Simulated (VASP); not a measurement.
SnO2, 6 atoms in the cell. The typed cell holds 6 atoms: a = 4.788 Å, b = 4.867 Å, c = 3.241 Å, α = 90.00°, β = 90.00°, γ = 90.00°.  This cell differs from its parent crystal: atoms moved at random.

- Program: VASP 6.6.1
- Task: single point
- Functional: PBE
- Potentials or basis: VASP PAW PBE potentials, release 64 (Sn_d, O)
- Cutoff: 520 eV
- k mesh: 6 × 6 × 8
- Occupations: fermi-dirac, width 0.05 eV
- Spin: no spin polarisation
- Dipole correction: no
- Further INCAR settings: ALGO = Normal; EDIFF = 1e-06; NBANDS = 35

Potentials or basis: VASP PAW PBE potentials, release 64 (Sn_d, O).

The run is started by

```console
$ cat potpaw_PBE.64/Sn_d/POTCAR potpaw_PBE.64/O/POTCAR > POTCAR
$ mpirun -np 1 vasp_std > vasp.out
```

Hardware: 1 thread of Intel(R) Xeon(R) Platinum 8259CL CPU @ 2.50GHz (Skylake/Cascade Lake) (shared host).

**Question.** How long does it take, and how much memory?

**Answer.** Wall time 3.8 min on 1 thread of Intel(R) Xeon(R) Platinum 8259CL CPU @ 2.50GHz (Skylake/Cascade Lake), with other jobs on the host, peak memory 0.4 GiB. Counts: scf iterations 13, k points 148.
